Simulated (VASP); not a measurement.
# SnTe (F-43m) in VASP: notebook, part 2 of 2

VASP 6.6.1. Earlier steps stand in the parts before.

### 4 Single point, r2SCANh

This run uses another cell than the first one, of 47.09 Å³/atom, 0.943 times its volume.

File POSCAR:

```
SnTe
1.0
    0.0000000000      3.6111460000      3.6111460000
    3.6111460000      0.0000000000      3.6111460000
    3.6111460000      3.6111460000      0.0000000000
Te Sn
1 1
Direct
    0.2500000000      0.2500000000      0.2500000000
    0.0000000000      0.0000000000      0.0000000000
```

File INCAR.step1:

```
PREC = Accurate ; ENCUT = 520
EDIFF = 1E-5 ; ISMEAR = -1
SIGMA = 0.05 ; LREAL = False
LASPH = True ; NELM = 100
ALGO = Normal ; ISIF = 2
LWAVE = True ; GGA = PE
NBANDS = 17
```

File INCAR.step2:

```
PREC = Accurate ; ENCUT = 520
EDIFF = 1E-6 ; ISMEAR = -1
SIGMA = 0.05 ; LREAL = False
LASPH = True ; NELM = 100
ALGO = Normal ; ISIF = 2
LWAVE = False ; LCHARG = True
METAGGA = R2SCAN ; LHFCALC = True
AEXX = 0.1 ; LMIXTAU = True
PRECFOCK = Normal ; LELF = True
LVHAR = True ; ISTART = 1
NBANDS = 17
```

File KPOINTS:

```
Automatic mesh
0
Gamma
  4 4 4
```

Potentials or basis: VASP PAW PBE potentials, release 64 (Te, Sn_d).

Started as:

```sh
$ cat potpaw_PBE.64/Te/POTCAR potpaw_PBE.64/Sn_d/POTCAR > POTCAR
$ cp INCAR.step1 INCAR
$ mpirun -np 1 vasp_std > vasp.out
$ cp INCAR.step2 INCAR
$ mpirun -np 1 vasp_std > vasp.out
```

OUTCAR:

```text
PREC = Accurate
   ENCUT = 520
   EDIFF = 1E-6
   ISMEAR = -1
   LREAL = False
   LASPH = True
   NELM = 100
   ISIF = 2
   METAGGA = R2SCAN
   LHFCALC = True
   AEXX = 0.1
   PRECFOCK = Normal
   ISTART = 1

 ion  position               nearest neighbor table
   1  0.250  0.250  0.250-   2 3.13   2 3.13   2 3.13   2 3.13
   2  0.000  0.000  0.000-   1 3.13   1 3.13   1 3.13   1 3.13

  LATTYP: Found a face centered cubic cell.
[... 338 lines left out ...]
     17      11.6914      0.00000

------------------------ aborting loop because EDIFF is reached ----------------------------------------

  FORCE on cell =-STRESS in cart. coord.  units (eV):
  Direction    XX          YY          ZZ          XY          YZ          ZX
  --------------------------------------------------------------------------------------
  -------------------------------------------------------------------------------------
  Total       -0.4925266     -0.4925266     -0.4925266      0.0000000      0.0000000      0.0000000
  in kB       -8.3786712     -8.3786712     -8.3786712      0.0000000      0.0000000      0.0000000
  external PRESSURE =      -8.3786712 kB  Pullay stress =       0.0000000 kB

 VOLUME and BASIS-vectors are now :
 -----------------------------------------------------------------------------
  energy-cutoff  :      520.00
  volume of cell :       94.18
      direct lattice vectors                 reciprocal lattice vectors
     0.000000000  3.611146000  3.611146000    -0.138460201  0.138460201  0.138460201
     3.611146000  0.000000000  3.611146000     0.138460201 -0.138460201  0.138460201
     3.611146000  3.611146000  0.000000000     0.138460201  0.138460201 -0.138460201

 POSITION                                       TOTAL-FORCE (eV/Angst)
 -----------------------------------------------------------------------------------
      1.80557      1.80557      1.80557         0.000000      0.000000      0.000000
      0.00000      0.00000      0.00000        -0.000000     -0.000000     -0.000000
 -----------------------------------------------------------------------------------
    total drift:                               -0.000005     -0.000038     -0.000024

  FREE ENERGIE OF THE ION-ELECTRON SYSTEM (eV)
  ---------------------------------------------------
  free  energy   TOTEN  =       -46.7852252680 eV

  energy  without entropy=      -46.7846481879  energy(sigma->0) =      -46.78493673
```

OSZICAR.step1:

```text
N       E                     dE             d eps       ncg     rms          rms(c)
DAV:   1     0.121610339071E+03    0.12161E+03   -0.92905E+03   272   0.118E+03
DAV:   2     0.440739881840E+01   -0.11720E+03   -0.11388E+03   288   0.299E+02
DAV:   3    -0.682946023736E+01   -0.11237E+02   -0.11151E+02   311   0.884E+01
DAV:   4    -0.720832891821E+01   -0.37887E+00   -0.37856E+00   358   0.168E+01
DAV:   5    -0.722120535184E+01   -0.12876E-01   -0.12876E-01   370   0.284E+00    0.433E+00
DAV:   6    -0.707694672271E+01    0.14426E+00   -0.38224E-01   346   0.286E+00    0.291E+00
DAV:   7    -0.707652068882E+01    0.42603E-03   -0.68490E-02   283   0.102E+00    0.119E+00
DAV:   8    -0.707775961604E+01   -0.12389E-02   -0.10251E-02   320   0.669E-01    0.221E-01
DAV:   9    -0.707804240905E+01   -0.28279E-03   -0.36759E-03   279   0.339E-01    0.591E-02
DAV:  10    -0.707820807000E+01   -0.16566E-03   -0.86722E-04   311   0.148E-01    0.528E-02
DAV:  11    -0.707831936177E+01   -0.11129E-03   -0.23666E-04   276   0.702E-02    0.303E-02
DAV:  12    -0.707831807168E+01    0.12901E-05   -0.31957E-05   276   0.235E-02
   1 F= -.70783181E+01 E0= -.70743697E+01  d E =-.789670E-02
```

It took 18 min on 1 thread of AMD EPYC 7R43 (Zen 3), shared host; peak memory 0.24 GiB.

Results:

- Free energy: -46.7852 eV
- Pressure: -0.8 GPa
- Band gap on the k mesh: 0.49 eV, indirect (least direct gap 1.27 eV)

Levels at points of the mesh, in eV from the valence-band top:
| k point | band 7 | band 8 | band 9 | band 10 | band 11 | band 12 | band 13 | band 14 |
| --- | --- | --- | --- | --- | --- | --- | --- | --- |
| (0.00, 0.00, 0.00) | -5.47 | -2.27 | -2.27 | -2.27 | 1.44 | 1.44 | 1.44 | 4.63 |
| (0.50, 0.00, 0.00) | -7.63 | -2.84 | -2.84 | -2.22 | 2.30 | 2.30 | 4.04 | 6.24 |
| (0.50, 0.50, 0.00) | -8.04 | -3.55 | -3.55 | -0.78 | 0.49 | 4.58 | 4.58 | 6.10 |

Caveat: the PAW data sets were made with another functional, which shifts forces and pressure a little; spin-orbit coupling is left out, which moves the levels of the heavy elements. A k mesh can miss the band edges.

### 5 Single point, r2SCAN50

This run uses another cell than the first one, of 47.09 Å³/atom, 0.943 times its volume.

POSCAR is that of step 4.

File INCAR.step1:

```
SYSTEM = SnTe
PREC = Accurate ; ENCUT = 520
EDIFF = 1E-5 ; ISMEAR = -1
SIGMA = 0.05 ; LREAL = .FALSE.
LASPH = .TRUE. ; NELM = 80
ALGO = Normal ; ISIF = 2
LWAVE = .TRUE. ; NBANDS = 17
GGA = PE
```

File INCAR.step2:

```
SYSTEM = SnTe
PREC = Accurate ; ENCUT = 520
EDIFF = 1E-7 ; ISMEAR = -1
SIGMA = 0.05 ; LREAL = .FALSE.
LASPH = .TRUE. ; NELM = 80
ALGO = Normal ; ISIF = 2
LWAVE = .FALSE. ; LCHARG = .TRUE.
METAGGA = R2SCAN ; LHFCALC = .TRUE.
AEXX = 0.5 ; LMIXTAU = .TRUE.
PRECFOCK = Normal ; LELF = .TRUE.
LVHAR = .TRUE. ; NBANDS = 17
ISTART = 1
```

File KPOINTS:

```
Automatic mesh
0
G
  4 4 4
  0 0 0
```

Started as:

```sh
$ cat potpaw_PBE.64/Te/POTCAR potpaw_PBE.64/Sn_d/POTCAR > POTCAR
$ cp INCAR.step1 INCAR
$ mpirun -np 1 vasp_std > vasp.out
$ cp INCAR.step2 INCAR
$ mpirun -np 1 vasp_std > vasp.out
```

Run time: 22 min. Hardware: 1 thread of AMD EPYC 7R43 (Zen 3), shared host; peak memory 0.24 GiB.

Results (log left out):

- Free energy: -34.0553 eV
- Pressure: -1.5 GPa
- Band gap on the k mesh: 1.96 eV, indirect (least direct gap 2.86 eV)

Levels at points of the mesh, in eV from the valence-band top:
```
           k point  band 8  band 9  band 10  band 11  band 12  band 13
(0.00, 0.00, 0.00)   -2.69   -2.69    -2.69     3.10     3.10     3.10
(0.50, 0.00, 0.00)   -3.35   -3.35    -2.54     4.03     4.03     5.90
(0.50, 0.50, 0.00)   -4.17   -4.17    -0.91     1.96     6.63     6.63
```

Caveat: the PAW data sets were made with another functional, which shifts forces and pressure a little; spin-orbit coupling is left out, which moves the levels of the heavy elements. A k mesh can miss the band edges.

### 6 The runs side by side

```csv
level,spin,cell,k mesh,grid for exact exchange (PRECFOCK),gap on the mesh (eV),pressure (GPa)
r2SCAN,off,"a = 5.207 Å, angles 60.0°, 2 atoms",7 × 7 × 7,-,0.54,-1.9
PBEsol,"non-collinear, zero start, SOC","a = 5.107 Å, angles 60.0°, 2 atoms",7 × 7 × 7,-,-,-1.4
r2SCANh,off,"a = 5.107 Å, angles 60.0°, 2 atoms",4 × 4 × 4,Normal,0.49,-0.8
r2SCAN50,off,"a = 5.107 Å, angles 60.0°, 2 atoms",4 × 4 × 4,Normal,1.96,-1.5
```

Alike in all rows: task single point; potentials or basis VASP PAW PBE potentials, release 64 (Te, Sn_d); cutoff (eV) 520; smearing fermi-dirac 0.05 eV.

Caveats: the PAW data sets were made with another functional, which shifts forces and pressure a little; spin-orbit coupling is left out, which moves the levels of the heavy elements (some runs).

Total energies depend on the potentials used, so only differences within one code and one set of settings carry meaning.
